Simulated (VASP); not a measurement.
## LiZn: electric field gradients with LDA

The system is LiZn.

```
Li Zn
1.0
     0.00000    3.04749    3.04749
     3.04749    0.00000    3.04749
     3.04749    3.04749    0.00000
Li Zn
2 2
Direct
  0.50000 0.50000 0.50000
  0.75000 0.75000 0.75000
  0.00000 0.00000 0.00000
  0.25000 0.25000 0.25000
```

- Program: VASP 6.6.1
- Task: electric field gradients
- Functional: LDA
- Potentials or basis: VASP PAW LDA potentials, release 64 (Li_sv, Zn)
- Cutoff: 520 eV
- k mesh: 9 × 9 × 9
- Occupations: fermi-dirac, width 0.08 eV
- Spin: no spin polarisation
- Dipole correction: no
- Further INCAR settings: ALGO = Normal; EDIFF = 1e-08; NBANDS = 23

```json
{
 "Band gap on the k mesh": "zero (bands 15 and 16 overlap by 4.67 eV)",
 "Largest electric field gradient by atom": "zero within the noise of the run"
}
```

Levels at points of the mesh, in eV from the Fermi level:
| k point | band 13 | band 14 | band 15 | band 16 | band 17 | band 18 |
| --- | --- | --- | --- | --- | --- | --- |
| (0.00, 0.00, 0.00) | -6.80 | 3.54 | 3.54 | 3.54 | 3.65 | 3.65 |

Wall time 53 s on 1 thread of Intel Xeon 8259CL (shared host), peak memory 0.17 GiB.
